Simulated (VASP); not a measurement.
Wanted: the native input for a VASP 6.6.1 run.

```
Task                   : single point
Functional             : PBEsol
Potentials or basis    : VASP PAW PBE potentials, release 64 (Fe, Ge_d)
Cutoff                 : 520 eV
k mesh                 : 9 × 9 × 9
Occupations            : fermi-dirac, width 0.03 eV
Spin                   : non-collinear spin, typed start
Starting moments       : [[0.0, 0.0, 2.2], [0.0, 0.0, 2.2], [0.0, 0.0, 2.2], [0.0, 0.0, 0.0]] μB
Dipole correction      : no
Further INCAR settings : ALGO = Normal; EDIFF = 1e-06; NBANDS = 52
```

The structure of Fe3Ge lies in POSCAR:

```
Fe3Ge
1.0
    3.6605005200      0.0000000000      0.0000000000
    0.0000000000      3.6605005200      0.0000000000
    0.0000000000      0.0000000000      3.6605005200
Fe Ge
3 1
Direct
    0.0000000000      0.5000000000      0.5000000000
    0.5000000000      0.5000000000      0.0000000000
    0.5000000000      0.0000000000      0.5000000000
    0.0000000000      0.0000000000      0.0000000000
```

These files were run (other wordings do the same):

INCAR

```
PREC = Accurate ; ENCUT = 520
EDIFF = 1E-6 ; ISMEAR = -1
SIGMA = 0.03 ; LREAL = F
LASPH = T ; NELM = 150
ALGO = Normal ; ISIF = 2
LWAVE = F ; LCHARG = F
LNONCOLLINEAR = T ; MAGMOM = 0 0 2.2 0 0 2.2 0 0 2.2 0 0 0
LORBIT = 11 ; LMAXMIX = 4
GGA = PS ; NBANDS = 52
LUSENCCL = F
```

KPOINTS

```
regular mesh
0
Gamma
  9 9 9
```

Potentials or basis: VASP PAW PBE potentials, release 64 (Fe, Ge_d).

The run is started by

```console
$ cat potpaw_PBE.64/Fe/POTCAR potpaw_PBE.64/Ge_d/POTCAR > POTCAR
$ mpirun -np 1 vasp_ncl > vasp.out
```

It gave:

The pressure is -11.1 GPa, the band gap on the k mesh is zero (bands 38 and 39 overlap by 0.95 eV) and the net moment is 6.48 μB per cell. The valence electrons inside the program's atomic spheres are Fe 7.21; Ge 12.46.

Caveat: the cell stands under tension; the PAW data sets were made with another functional, which shifts forces and pressure a little.

It took 22 min on 1 × NVIDIA H100 80GB with 1 thread of AMD EPYC 7R13 Processor (Zen 3) (shared host), peak memory 1.6 GiB.
